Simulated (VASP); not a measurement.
A run of VASP 6.6.1:

INCAR

```
PREC = Accurate ; ENCUT = 520
EDIFF = 1E-7 ; ISMEAR = -1
SIGMA = 0.05 ; LREAL = F
LASPH = T ; NELM = 150
ALGO = Normal ; ISIF = 2
LWAVE = F ; LCHARG = T
ISPIN = 2 ; MAGMOM = 3 0
LORBIT = 11 ; LMAXMIX = 4
GGA = PS ; IVDW = 13
LELF = T ; LVHAR = T
NBANDS = 18
```

The input KPOINTS:

```
regular mesh
0
Gamma
  11 11 11
```

The input POSCAR:

```
FeO
1.0
    0.0000000000      2.1409337923      2.1409337923
    2.1409337923      0.0000000000      2.1409337923
    2.1409337923      2.1409337923      0.0000000000
Fe O
1 1
Direct
    0.0000000000      0.0000000000      0.0000000000
    0.5000000000      0.5000000000      0.5000000000
```

Potentials or basis: VASP PAW PBE potentials, release 64 (Fe, O).

Command:

```console
$ cat potpaw_PBE.64/Fe/POTCAR potpaw_PBE.64/O/POTCAR > POTCAR
$ mpirun -np 1 vasp_std > vasp.out
```

Hardware: 1 thread of Intel Xeon 8259CL, on a shared host.

Problem. Estimate the wall time of this run.

Solution. Wall time 50 s on 1 thread of Intel Xeon 8259CL, on a shared host, peak memory 0.17 GiB. Counts: scf iterations 16, k points 56.
